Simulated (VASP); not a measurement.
Runs of VASP 6.6.1 on Si. The structure is that of space group Pmmn (No. 59), or close to it. The cells are those of the table. 

```csv
cell,k mesh,gap on the mesh (eV),largest force (eV/Å)
"a = 2.485, b = 3.505, c = 16.000 Å, 2 atoms",8 × 6 × 1,none,1.30
"a = 2.446, b = 3.370, c = 27.409 Å, 2 atoms",22 × 16 × 1,none,0.01
"a = 2.404, b = 3.498, c = 27.409 Å, 2 atoms",22 × 16 × 1,none,0.03
"a = 2.404, b = 3.498, c = 27.409 Å, 2 atoms",8 × 6 × 1,none,(a)
```

Alike in all rows: task single point; level PBE; potentials or basis VASP PAW PBE potentials, release 64 (Si); no spin polarisation; cutoff (eV) 520; smearing gaussian 0.1 eV.

Problem. Fill in the values left out.

Solution. (a) 0.02.

A gap of «none» marks levels without a gap at the run's occupations.
